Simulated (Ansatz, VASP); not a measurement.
Two plane-wave programs on SiO2

The input INCAR:

```
PREC = Accurate ; ENCUT = 520
EDIFF = 1E-6 ; ISMEAR = 0
SIGMA = 0.02 ; LREAL = Auto
LASPH = True ; NELM = 60
ALGO = Normal ; ISIF = 2
LWAVE = False ; LCHARG = False
GGA = CA ; IBRION = 2
NSW = 50 ; EDIFFG = -0.01
```

File KPOINTS:

```
regular mesh
0
Gamma
  4 4 4
```

File POSCAR:

```
SiO2
1.0
   -4.3177189746      4.3177189746      4.3177189746
    4.3177189746     -4.3177189746      4.3177189746
    4.3177189746      4.3177189746     -4.3177189746
Si O
6 12
Direct
    0.5000000000      0.2500000000      0.7500000000
    0.5000000000      0.7500000000      0.2500000000
    0.2500000000      0.7500000000      0.5000000000
    0.7500000000      0.2500000000      0.5000000000
    0.2500000000      0.5000000000      0.7500000000
    0.7500000000      0.5000000000      0.2500000000
    0.3490554509      0.0000000000      0.6509445491
    0.6509445491      0.6509445491      0.3018890983
    0.3490554509      0.6509445491      0.0000000000
    0.3490554509      0.6981109017      0.3490554509
    0.6509445491      0.3018890983      0.6509445491
    0.0000000000      0.3490554509      0.6509445491
    0.6981109017      0.3490554509      0.3490554509
    0.6509445491      0.3490554509      0.0000000000
    0.0000000000      0.6509445491      0.3490554509
    0.3018890983      0.6509445491      0.6509445491
    0.3490554509      0.3490554509      0.6981109017
    0.6509445491      0.0000000000      0.3490554509
```

Input for Ansatz:

```yaml
crystal:
  lattice:
    - [-4.3177189746, 4.3177189746, 4.3177189746]
    - [4.3177189746, -4.3177189746, 4.3177189746]
    - [4.3177189746, 4.3177189746, -4.3177189746]
  atoms:
    - { symbol: Si, position: [0.5, 0.25, 0.75] }
    - { symbol: Si, position: [0.5, 0.75, 0.25] }
    - { symbol: Si, position: [0.25, 0.75, 0.5] }
    - { symbol: Si, position: [0.75, 0.25, 0.5] }
    - { symbol: Si, position: [0.25, 0.5, 0.75] }
    - { symbol: Si, position: [0.75, 0.5, 0.25] }
    - { symbol: O, position: [0.3490554509, 0.0, 0.6509445491] }
    - { symbol: O, position: [0.6509445491, 0.6509445491, 0.3018890983] }
    - { symbol: O, position: [0.3490554509, 0.6509445491, 0.0] }
    - { symbol: O, position: [0.3490554509, 0.6981109017, 0.3490554509] }
    - { symbol: O, position: [0.6509445491, 0.3018890983, 0.6509445491] }
    - { symbol: O, position: [0.0, 0.3490554509, 0.6509445491] }
    - { symbol: O, position: [0.6981109017, 0.3490554509, 0.3490554509] }
    - { symbol: O, position: [0.6509445491, 0.3490554509, 0.0] }
    - { symbol: O, position: [0.0, 0.6509445491, 0.3490554509] }
    - { symbol: O, position: [0.3018890983, 0.6509445491, 0.6509445491] }
    - { symbol: O, position: [0.3490554509, 0.3490554509, 0.6981109017] }
    - { symbol: O, position: [0.6509445491, 0.0, 0.3490554509] }
basis:
  ecutwfc: 420
kpoints:
  mp_grid: { grid: [4, 4, 4] }
hamiltonian:
  xc: lda
scf:
  occupations: { method: gaussian, width: 0.02 }
output:
  forces: true
  stress: true
  eigenvalues: true
relax:
  adjacent_minimum: "off"
  f_tol: 0.01
  max_steps: 30
```

Alike in both runs: task relaxation of the atoms; functional LDA; k mesh 4 × 4 × 4; occupations gaussian, width 0.02 eV; no spin polarisation.

```csv
,VASP,Ansatz
version,VASP 6.6.1,Ansatz 0.2.0
potentials or method,"VASP PAW LDA potentials, release 64 (Si, O), cutoff 520 eV","scalar-relativistic, plane waves, PAW"
valence electrons in the cell,96,96
```

Ansatz gave:

```
gap on the k mesh at the Fermi level, each at its own relaxed structure (eV) : 5.42
```

Q: What did VASP give for the same quantities?

A: gap on the k mesh at the Fermi level, each at its own relaxed structure (eV): 5.41.

LDA's correlation is that of Perdew and Zunger in VASP and of Perdew and Wang (1992) in Ansatz. Ansatz's warnings: stress scf threshold loose.
